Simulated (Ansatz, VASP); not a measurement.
**One calculation of Rh, two programs**

File INCAR:

```
  PREC = Accurate
  ENCUT = 520
  EDIFF = 1E-6
  ISMEAR = -1
  SIGMA = 0.1
  LREAL = False
  LASPH = True
  NELM = 100
  ALGO = Normal
  ISIF = 2
  LWAVE = False
  LCHARG = True
  GGA = B5
  ALDAX = 1.0
  AGGAX = 1.0
  AGGAC = 1.0
  ALDAC = 0.0
  LELF = True
  LVHAR = True
  NBANDS = 38
```

KPOINTS

```
regular mesh
0
Gamma
  15 15 4
```

POSCAR

```
Rh
1.0
    2.6862880398      0.0000000000      0.0000000000
   -1.3431440199      2.3263936844      0.0000000000
    0.0000000000      0.0000000000      8.7602450494
Rh
4
Direct
    0.0000000000      1.0000000000      0.0000000000
    1.0000000000      1.0000000000      0.5000000000
    0.3333333333      0.6666666667      0.2500000000
    0.6666666667      0.3333333333      0.7500000000
```

Input for Ansatz:

```yaml
crystal:
  lattice:
    - [2.6862880398, 0.0, 0.0]
    - [-1.3431440199, 2.3263936844, 0.0]
    - [0.0, 0.0, 8.7602450494]
  atoms:
    - { symbol: Rh, position: [0.0, 1.0, 0.0] }
    - { symbol: Rh, position: [1.0, 1.0, 0.5] }
    - { symbol: Rh, position: [0.3333333333, 0.6666666667, 0.25] }
    - { symbol: Rh, position: [0.6666666667, 0.3333333333, 0.75] }
hamiltonian:
  xc: blyp
  pseudopotentials:
    kind: paw
    azcp:
      Rh: "pseudopotentials/Rh.paw.azcp"
basis:
  ecutwfc: 420
  fft_grid_basis: typed
kpoints:
  mp_grid: { grid: [15, 15, 4], shift: [0, 0, 0] }
magnetization:
  spin_polarized: false
scf:
  occupations: { method: fermi_dirac, width: 0.1 }
  lower_state_search: "off"
output:
  stress: true
  write_density: true
  write_potential: true
  elf: true
  volumetric_format: npy
```

Alike in both runs: task single point; functional BLYP; k mesh 15 × 15 × 4; occupations fermi-dirac, width 0.1 eV; no spin polarisation.

```csv
,VASP,Ansatz
version,VASP 6.6.1,Ansatz 0.2.0
potentials or method,"VASP PAW PBE potentials, release 64 (Rh_pv), cutoff 520 eV","plane waves (420 eV) with PAW, scalar-relativistic"
valence electrons in the cell,60,68
```

|  | VASP | Ansatz | Ansatz less VASP |
| --- | --- | --- | --- |
| pressure (GPa) | 22.6 | 21.9 | -0.71 |
| traceless stress, the component that is largest in VASP (GPa) | 0.15 | 0.14 | -0.015 |

VASP's potentials were made for PBE, not for BLYP. With one functional, cell and mesh, what is left measures potentials, basis and numerics. VASP's potentials hold 60 valence electrons a cell and Ansatz's 68, so a difference there can come from the potentials and not from the codes.
